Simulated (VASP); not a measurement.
A run of VASP 6.6.1 is set up as follows.

Contents of INCAR:

```
SYSTEM = Ir
ALGO     = Normal         ! electronic algorithm
EDIFF    = 1E-7           ! SCF threshold, eV
EDIFFG   = -0.01          ! ionic threshold
ENCUT    = 600            ! plane-wave cutoff, eV
GGA      = RE             ! functional
IBRION   = 2              ! ionic algorithm
ISIF     = 3              ! what is computed and relaxed
ISMEAR   = -1             ! smearing method
LASPH    = .True.         ! aspherical terms in the spheres
LCHARG   = .False.        ! write CHGCAR
LREAL    = .False.        ! projectors in reciprocal space
LWAVE    = .False.        ! write WAVECAR
NELM     = 60             ! most SCF steps
NSW      = 80             ! ionic steps
PREC     = Accurate       ! precision mode
SIGMA    = 0.1            ! smearing width, eV
```

The input KPOINTS:

```
k-points
0
Gamma
  5 5 5
  0 0 0
```

File POSCAR:

```
Ir
1.0
    4.8373408790      0.0000000000      0.0000000000
    0.0000000000      4.8373408790      0.0000000000
    0.0000000000      0.0000000000      4.8373408790
Ir
8
Direct
    0.0000000000      0.0000000000      0.0000000000
    0.5000000000      0.5000000000      0.5000000000
    0.2500000000      0.0000000000      0.5000000000
    0.7500000000      0.0000000000      0.5000000000
    0.5000000000      0.2500000000      0.0000000000
    0.5000000000      0.7500000000      0.0000000000
    0.0000000000      0.5000000000      0.2500000000
    0.0000000000      0.5000000000      0.7500000000
```

Potentials or basis: VASP PAW PBE potentials, release 64 (Ir).

Command:

```sh
$ cat potpaw_PBE.64/Ir/POTCAR > POTCAR
$ mpirun -np 1 vasp_std > vasp.out
```

Problem. What does it give for the relaxed volume?

Solution. 15.28 Å³/atom.

Problem. Estimate the relaxed cell.

Solution. a = 4.963 Å, b = 4.963 Å, c = 4.963 Å, α = 90.00°, β = 90.00°, γ = 90.00°.

Problem. What does it give for the band gap on the k mesh?

Solution. Zero (band 36 reaches 9.68 eV, above the bottom of band 37 at 9.21 eV).

Problem. Predict the space group after relaxing (to 0.05 Å).

Solution. Pm-3n (No. 223).

Final structure:
```cif
data_structure
_symmetry_space_group_name_H-M 'P 1'
_symmetry_Int_Tables_number 1
_cell_length_a 4.9628
_cell_length_b 4.9628
_cell_length_c 4.9628
_cell_angle_alpha 90.000
_cell_angle_beta 90.000
_cell_angle_gamma 90.000
_cell_volume 122.23
loop_
_atom_site_label
_atom_site_type_symbol
_atom_site_fract_x
_atom_site_fract_y
_atom_site_fract_z
_atom_site_occupancy
Ir1 Ir 0.00000 0.00000 0.00000 1
Ir2 Ir 0.50000 0.50000 0.50000 1
Ir3 Ir 0.25000 0.00000 0.50000 1
Ir4 Ir 0.75000 0.00000 0.50000 1
Ir5 Ir 0.50000 0.25000 0.00000 1
Ir6 Ir 0.50000 0.75000 0.00000 1
Ir7 Ir 0.00000 0.50000 0.25000 1
Ir8 Ir 0.00000 0.50000 0.75000 1
```

Caveat: the PAW data sets were made with another functional, which shifts forces and pressure a little; spin-orbit coupling is left out, which moves the levels of the heavy elements.
